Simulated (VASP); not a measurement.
A run of VASP 6.6.1:

File INCAR:

```
SYSTEM = BaTiO3
ALGO = Normal
EDIFF = 1E-8
ENCUT = 520
GGA = PS
ISIF = 2
ISMEAR = -1
LASPH = .TRUE.
LCHARG = .FALSE.
LEFG = .TRUE.
LREAL = .FALSE.
LWAVE = .FALSE.
NBANDS = 28
NELM = 100
PREC = Accurate
SIGMA = 0.03
```

KPOINTS

```
k-points
0
G
  7 7 7
  0 0 0
```

File POSCAR:

```
BaTiO3
1.0
    3.9998000000      0.0000000000      0.0000000000
    0.0000000000      3.9998000000      0.0000000000
    0.0000000000      0.0000000000      4.0983600000
Ba Ti O
1 1 3
Direct
    0.0000000000      0.0000000000      0.0000000000
    0.5000000000      0.5000000000      0.5000000000
    0.5000000000      0.5000000000      0.0000000000
    0.5000000000      0.0000000000      0.5000000000
    0.0000000000      0.5000000000      0.5000000000
```

Potentials or basis: VASP PAW PBE potentials, release 64 (Ba_sv, Ti_sv, O).

Run with:

```bash
$ cat potpaw_PBE.64/Ba_sv/POTCAR potpaw_PBE.64/Ti_sv/POTCAR potpaw_PBE.64/O/POTCAR > POTCAR
$ mpirun -np 1 vasp_std > vasp.out
```

Hardware: 1 thread of Intel(R) Xeon(R) Platinum 8488C (Sapphire Rapids), with other jobs on the host.

Task: How long does it take, and how much memory?

Result: It took 110 s on 1 thread of Intel(R) Xeon(R) Platinum 8488C (Sapphire Rapids) (shared host), peak memory 0.22 GiB. Counts: scf iterations 20, k points 40.
